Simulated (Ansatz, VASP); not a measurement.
## One calculation of KF, two programs

```
K F
1.0
     0.00000    2.58172    2.19446
     2.58172    0.00000    2.19446
     2.58172    2.58172    0.00000
K F
1 1
Direct
  0.00000 0.00000 0.00000
  0.50000 0.50000 0.50000
```

Change from the starting cell: normal strain along x +0.0000, normal strain along z -0.1500.

Alike in both runs: task single point; functional LDA; k mesh 8 × 8 × 8; occupations gaussian, width 0.05 eV; no spin polarisation.

```csv
,VASP,Ansatz
version,VASP 6.6.1,Ansatz 0.2.0
potentials or method,"VASP PAW LDA potentials, release 64 (K_sv, F), cutoff 520 eV","scalar-relativistic, plane waves, PAW"
valence electrons in the cell,16,16
```

|  | VASP | Ansatz | Ansatz less VASP |
| --- | --- | --- | --- |
| gap on the k mesh at the Fermi level (eV) | 6.08 | 6.11 | +0.030 |
| least direct gap on the mesh (eV) | 6.26 | 6.30 | +0.035 |
| pressure (GPa) | 17.6 | 16.7 | -0.94 |
| traceless stress, the component that is largest in VASP (GPa) | 27.13 | 25.88 | -1.252 |

LDA's correlation is that of Perdew and Zunger in VASP and of Perdew and Wang (1992) in Ansatz.
